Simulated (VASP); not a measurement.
A run of VASP 6.6.1:

Contents of INCAR:

```
SYSTEM = LiLa4Ga3O12
ALGO = Normal ; EDIFF = 1E-6
ENCUT = 520 ; GGA = PS
ISIF = 2 ; ISMEAR = -1
ISYM = 0 ; LASPH = .True.
LCHARG = .False. ; LREAL = Auto
LWAVE = .False. ; NBANDS = 184
NELM = 100 ; PREC = Accurate
SIGMA = 0.05
```

Contents of KPOINTS:

```
Automatic mesh
0
Gamma
  1 1 1
  0.25 0.25 0.25
```

The input POSCAR:

```
LiLa4Ga3O12
1.0
    7.7293080000      0.0000000000      0.0000000000
    0.0000000000      7.7293080000      0.0000000000
    0.0000000000      0.0000000000      7.7293080000
La Li Ga O
8 2 6 24
Direct
    0.0006320000      0.9843790000      0.9956700000
    0.0166090000      0.0164860000      0.4954100000
    0.9936780000      0.4934620000      0.9975280000
    0.0245000000      0.5080700000      0.4982890000
    0.4774900000      0.9917160000      0.0013090000
    0.5082950000      0.0063030000      0.5020910000
    0.4853760000      0.4833040000      0.0041960000
    0.5013770000      0.5153900000      0.5039390000
    0.2509880000      0.2498840000      0.2497970000
    0.2509960000      0.7498870000      0.7497920000
    0.2509940000      0.2498920000      0.7497970000
    0.2509980000      0.7498910000      0.2498040000
    0.7509860000      0.2498880000      0.2497980000
    0.7509940000      0.2498900000      0.7498010000
    0.7509920000      0.7498880000      0.2498080000
    0.7509950000      0.7498850000      0.7498150000
    0.2196960000      0.2889900000      0.9941860000
    0.2822810000      0.2107650000      0.5054010000
    0.2912480000      0.7196460000      0.0059400000
    0.2107340000      0.7801550000      0.4936650000
    0.8008030000      0.2171410000      0.9988660000
    0.7011860000      0.2826230000      0.5007350000
    0.7166350000      0.7984240000      0.0008730000
    0.7853460000      0.7013570000      0.4987430000
    0.9958100000      0.2735500000      0.2921640000
    0.9979020000      0.2752750000      0.7052590000
    0.9966210000      0.7259590000      0.2057260000
    0.9927750000      0.7290720000      0.7938900000
    0.5061670000      0.2262370000      0.2074080000
    0.5040820000      0.2245020000      0.7943280000
    0.5053640000      0.7738050000      0.2938820000
    0.5092140000      0.7706740000      0.7057240000
    0.2279640000      0.9936210000      0.2105630000
    0.2285570000      0.0041950000      0.7857710000
    0.2740270000      0.5061550000      0.2890270000
    0.2734360000      0.4955800000      0.7138050000
    0.7750970000      0.9993060000      0.2952900000
    0.7763480000      0.0024950000      0.7027520000
    0.7268860000      0.5004700000      0.2043220000
    0.7256460000      0.4972720000      0.7968570000
```

Potentials or basis: VASP PAW PBE potentials, release 64 (La, Li_sv, Ga_d, O).

Run with:

```sh
$ cat potpaw_PBE.64/La/POTCAR potpaw_PBE.64/Li_sv/POTCAR potpaw_PBE.64/Ga_d/POTCAR potpaw_PBE.64/O/POTCAR > POTCAR
$ mpirun -np 1 vasp_std > vasp.out
```

Hardware: 1 thread of Intel(R) Xeon(R) 6975P-C (Granite Rapids), with other jobs on the host.

Q: How long does it take, and how much memory?

A: Wall time 14 min on 1 thread of Intel(R) Xeon(R) 6975P-C (Granite Rapids), on a shared host, peak memory 0.64 GiB. Counts: scf iterations 25, k points 4.
